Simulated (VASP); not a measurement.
Input of a VASP 6.6.1 run:

POSCAR

```
LiCl
1.0
    0.0000000000      2.6856280681      2.6856280681
    2.6856280681      0.0000000000      2.6856280681
    2.6856280681      2.6856280681      0.0000000000
Li Cl
1 1
Direct
    0.0000000000      0.0000000000      0.0000000000
    0.5000000000      0.5000000000      0.5000000000
```

Contents of INCAR.step1:

```
PREC = Accurate
ENCUT = 520
EDIFF = 1E-5
ISMEAR = 0
SIGMA = 0.01
LREAL = False
LASPH = True
NELM = 80
ALGO = Normal
ISIF = 2
LWAVE = True
LCHARG = False
GGA = PE
NBANDS = 12
```

INCAR.step2

```
PREC = Accurate
ENCUT = 520
EDIFF = 1E-6
ISMEAR = 0
SIGMA = 0.01
LREAL = False
LASPH = True
NELM = 80
ALGO = Normal
ISIF = 2
LWAVE = False
LCHARG = False
GGA = PE
LHFCALC = True
HFSCREEN = 0.2079
PRECFOCK = Normal
ISTART = 1
NBANDS = 12
```

The input KPOINTS:

```
Automatic mesh
0
Gamma
  6 6 6
```

Potentials or basis: VASP PAW PBE potentials, release 64 (Li_sv, Cl).

Run with:

```console
$ cat potpaw_PBE.64/Li_sv/POTCAR potpaw_PBE.64/Cl/POTCAR > POTCAR
$ cp INCAR.step1 INCAR
$ mpirun -np 1 vasp_std > vasp.out
$ cp INCAR.step2 INCAR
$ mpirun -np 1 vasp_std > vasp.out
```

What does it give for the band gap on the k mesh?

6.97 eV.

Caveat: the cell differs from its parent crystal (strain +5.1%).
